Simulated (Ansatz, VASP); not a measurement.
**PbI2 in VASP and in Ansatz**

Contents of INCAR:

```
PREC = Accurate
ENCUT = 500
EDIFF = 1E-6
ISMEAR = 1
SIGMA = 0.2
LREAL = F
LASPH = T
NELM = 120
ALGO = Normal
ISIF = 2
LWAVE = F
LCHARG = F
GGA = PE
NBANDS = 21
GGA_COMPAT = F
```

Contents of KPOINTS:

```
regular mesh
0
Gamma
  6 6 4
```

The input POSCAR:

```
PbI2
1.0
    4.5657260587      0.0000000000      0.0000000000
   -2.2828630293      3.9540347535      0.0000000000
    0.0000000000      0.0000000000      7.0410820790
Pb I
1 2
Direct
    0.0000000000      0.0000000000      0.0000000000
    0.3333333333      0.6666666667      0.2667794131
    0.6666666667      0.3333333333      0.7332205869
```

Input for Ansatz:

```yaml
crystal:
  lattice:
    - [4.5657260587, 0.0, 0.0]
    - [-2.2828630293, 3.9540347535, 0.0]
    - [0.0, 0.0, 7.041082079]
  atoms:
    - { symbol: Pb, position: [0.0, 0.0, 0.0] }
    - { symbol: I, position: [0.3333333333, 0.6666666667, 0.2667794131] }
    - { symbol: I, position: [0.6666666667, 0.3333333333, 0.7332205869] }
kpoints:
  mp_grid: { grid: [6, 6, 4] }
hamiltonian:
  xc: pbe
scf:
  occupations: { method: methfessel_paxton, width: 0.2 }
  n_extra_bands: 4
output:
  forces: true
  stress: true
  eigenvalues: true
```

Alike in both runs: task single point; functional PBE; k mesh 6 × 6 × 4; occupations methfessel-paxton of order 1, width 0.2 eV; no spin polarisation.

|  | VASP | Ansatz |
| --- | --- | --- |
| version | VASP 6.6.1 | Ansatz 0.2.0 |
| potentials or method | VASP PAW PBE potentials, release 64 (Pb_d, I) | plane waves |
| plane-wave cutoff (eV) | 500 | 420 |
| valence electrons in the cell | 28 | 48 |

VASP gave:

| Item | Value |
| --- | --- |
| pressure (GPa) | 1.2 |
| rms of the force components (eV/Å) | 0.027 |

Question: Which values does Ansatz return?

Answer: Pressure (GPa): 1.3; rms of the force components (eV/Å): 0.022.

Atom by atom the forces differ by 0.005 eV/Å (rms over components). VASP's potentials hold 28 valence electrons a cell and Ansatz's 48, so a difference there can come from the potentials and not from the codes.

Spin-orbit coupling is off throughout.
